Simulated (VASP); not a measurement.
# BN (F-43m) in VASP: phonons with PBE+D3(BJ)

Aim: the phonons of BN with PBE+D3(BJ).

Everything below comes from runs of VASP 6.6.1. Logs are shortened: lines on timing, memory, paths and dates and some standing lists are left out, and cuts for length are marked.

## Step 1: The cell of the first run

The structure is cubic, space group F-43m (No. 216). The conventional cell has a = 3.501 Å, b = 3.501 Å, c = 3.501 Å, α = 90.00°, β = 90.00°, γ = 90.00°. B (site symmetry -43m) has 4 N at 1.52 Å within 2.0 Å. N (site symmetry -43m) has 4 B at 1.52 Å within 2.0 Å.

## Step 2: Phonons, PBE+D3(BJ)

The input, INCAR:

```
PREC = Accurate
ENCUT = 520
EDIFF = 1E-8
ISMEAR = 0
SIGMA = 0.01
LREAL = False
LASPH = True
NELM = 100
ALGO = Normal
ISIF = 2
LWAVE = False
LCHARG = True
GGA = PE
IVDW = 12
IBRION = 6
NFREE = 2
POTIM = 0.015
NSW = 1
```

The input, KPOINTS:

```
Automatic mesh
0
Gamma
  12 12 12
```

The input, POSCAR:

```
BN
1.0
    2.4642967250      0.0022769474     -0.2345917871
   -1.2229615560      2.1394241413      0.2345766739
   -1.0438543784     -0.8255557186      2.0872522829
B N
1 1
Direct
    1.0740745031      1.0329420141      0.1184025173
    0.5740744969      0.2829419859      0.8684024827
```

Potentials or basis: VASP PAW PBE potentials, release 64 (B, N).

The run is started by

```bash
$ cat potpaw_PBE.64/B/POTCAR potpaw_PBE.64/N/POTCAR > POTCAR
$ mpirun -np 1 vasp_std > vasp.out
```

OUTCAR:

```text
PREC = Accurate
   ENCUT = 520
   EDIFF = 1E-8
   ISMEAR = 0
   LREAL = False
   LASPH = True
   NELM = 100
   ISIF = 2
   GGA = PE
   IVDW = 12
   IBRION = 6
   NFREE = 2
   POTIM = 0.015
   NSW = 1
 IVDW          = 12

 ion  position               nearest neighbor table
   1  0.074  0.033  0.118-   2 1.52   2 1.52   2 1.52   2 1.52
   2  0.574  0.283  0.868-   1 1.52   1 1.52   1 1.52   1 1.52

  LATTYP: Found a face centered cubic cell.
 ALAT       =     3.5007990059

  Lattice vectors:

 A1 = (  -2.4642967250,  -0.0022769474,   0.2345917871)
 A2 = (  -1.2413351690,  -2.1417010887,   0.0000151132)
 A3 = (  -1.0438543784,  -0.8255557186,   2.0872522829)

Analysis of symmetry for initial positions (statically):
=====================================================================
 Subroutine PRICEL returns:
 Original cell was already a primitive cell.

 Routine SETGRP: Setting up the symmetry group for a
 face centered cubic supercell.

 Subroutine GETGRP returns: Found 24 space group operations
 (whereof  1 operations were pure point group operations)
 out of a pool of 48 trial point group operations.

The static configuration has the point symmetry C_1 .
 The point group associated with its full space group is T_d .

Analysis of symmetry for dynamics (positions and initial velocities):
=====================================================================
 Subroutine PRICEL returns:
 Original cell was already a primitive cell.

 Routine SETGRP: Setting up the symmetry group for a
 face centered cubic supercell.

 Subroutine GETGRP returns: Found 24 space group operations
 (whereof  1 operations were pure point group operations)
 out of a pool of 48 trial point group operations.

The dynamic configuration has the point symmetry C_1 .
 The point group associated with its full space group is T_d .

 Subroutine INISYM returns: Found 24 space group operations
 (whereof  1 operations are pure point group operations),
 and found     1 'primitive' translations

----------------------------------------------------------------------------------------

                                     Primitive cell

[... 130 lines left out ...]

 number of electron       8.0000001 magnetization

 Free energy of the ion-electron system (eV)
  ---------------------------------------------------
  ext. energy  EPLUGINS =         0.00000000
  ---------------------------------------------------
  free energy    TOTEN  =       -17.28678403 eV

  energy without entropy =      -17.28678403  energy(sigma->0) =      -17.28678403

------------------------ aborting loop because EDIFF is reached ----------------------------------------

 Edisp (eV)   -0.46075

 E8    (eV) :    -0.1360
[... 151 lines left out ...]
--------------------------------------- Ionic step        5  -------------------------------------------

 number of electron       7.9999999 magnetization

 Free energy of the ion-electron system (eV)
  ---------------------------------------------------
  ext. energy  EPLUGINS =         0.00000000
  ---------------------------------------------------
  free energy    TOTEN  =       -17.28336136 eV

  energy without entropy =      -17.28336136  energy(sigma->0) =      -17.28336136

 E-fermi :   8.9398     XC(G=0): -13.3040

 val. band max:        8.7848134049   @ k =   0.0000   0.0000   0.0000
 cond. band min:      13.1883036645   @ k =   0.0000   0.5000  -0.5000
 fundamental gap:      4.4034902595
 Fermi energy:         8.9398311472

 k-point     1 :       0.0000    0.0000    0.0000
  band No.  band energies     occupation
      1     -12.7319      2.00000
      2       8.4911      2.00000
      3       8.6302      2.00000
      4       8.7848      2.00000
      5      17.8004      0.00000
      6      17.9202      0.00000
      7      18.0346      0.00000
      8      20.5985      0.00000
[... 243 lines left out ...]
 k-point    24 :       0.2500    0.2500    0.0000
  band No.  band energies     occupation
      1      -7.5915      2.00000
      2      -0.8147      2.00000
      3       3.1317      2.00000
      4       4.5345      2.00000
      5      16.4808      0.00000
      6      22.7071      0.00000
      7      24.2710      0.00000
      8      24.5048      0.00000

 [... further k-points ...]

------------------------ aborting loop because EDIFF is reached ----------------------------------------

 Edisp (eV)   -0.46075

 E8    (eV) :    -0.1360
[... 25 lines left out ...]
  FREE ENERGIE OF THE ION-ELECTRON SYSTEM (eV)
  ---------------------------------------------------
  free  energy   TOTEN  =       -17.7441123083 eV

  energy  without entropy=      -17.7441123083  energy(sigma->0) =      -17.74411231

 INTERNAL STRAIN TENSORS FROM DISPLACED ATOMS
 ============================================

 INTERNAL STRAIN TENSOR FOR ION    1 for displacements in x,y,z  (eV/Angst):
          X           Y           Z          XY          YZ          ZX
  --------------------------------------------------------------------------------
  x    -1.06507    -0.39348     1.45855     5.90706    -0.64814    -3.55580
  y     5.90706    -5.06180    -0.84526    -0.39348    -4.29834    -0.64814
  z    -3.55580    -4.29834     7.85414    -0.64814    -0.84526     1.45855

 INTERNAL STRAIN TENSOR FOR ION    2 for displacements in x,y,z  (eV/Angst):
          X           Y           Z          XY          YZ          ZX
  --------------------------------------------------------------------------------
  x     1.06490     0.39342    -1.45832    -5.90613     0.64804     3.55525
  y    -5.90613     5.06101     0.84512     0.39342     4.29767     0.64804
  z     3.55525     4.29767    -7.85291     0.64804     0.84512    -1.45832

 Eigenvectors and eigenvalues of the dynamical matrix
 ----------------------------------------------------

   1 f  =   34.963727 THz   219.683576 2PiTHz 1166.264399 cm-1   144.598292 meV
             X         Y         Z           dx          dy          dz
      0.018660 -0.027102  0.237486    -0.559336    0.324175    0.382517
      0.162177 -0.110275  1.744273     0.491521   -0.284871   -0.336140
[... 21 lines left out ...]
   6 f/i=    0.000639 THz     0.004014 2PiTHz    0.021309 cm-1     0.002642 meV
             X         Y         Z           dx          dy          dz
      0.018660 -0.027102  0.237486    -0.065221    0.048176    0.655103
      0.162177 -0.110275  1.744273    -0.074219    0.054823    0.745487

 ELASTIC MODULI CONTR FROM IONIC RELAXATION (kBar)
 Direction    XX          YY          ZZ          XY          YZ          ZX
 --------------------------------------------------------------------------------
 XX        -238.2188     69.4872    168.7316     30.8891    106.1829     25.5868
 YY          69.4872   -216.5900    147.1028    -12.0077   -125.5204      7.7794
 ZZ         168.7316    147.1028   -315.8344    -18.8814     19.3374    -33.3662
 XY          30.8891    -12.0077    -18.8814   -173.5967      7.7795    106.1829
 YZ         106.1829   -125.5204     19.3374      7.7795    -95.9810    -18.8814
 ZX          25.5868      7.7794    -33.3662    106.1829    -18.8814    -74.3522
 --------------------------------------------------------------------------------
```

Run time: 73 s. Hardware: 1 thread of Intel Xeon 6975P-C (Granite Rapids), shared host; peak memory 0.23 GiB.

What came out:

* Highest phonon frequency at Γ, LO-TO splitting left out: 1166 cm⁻¹
* Dispersion energy per atom: -0.230 eV

Phonon frequencies in cm⁻¹ (negative: imaginary):
| q point | frequencies |
| --- | --- |
| (0.000, 0.000, 0.000) | 0 0 0 1166 1166 1166 |

Caveat: the cell wasn't relaxed at this level first, which shifts response properties.
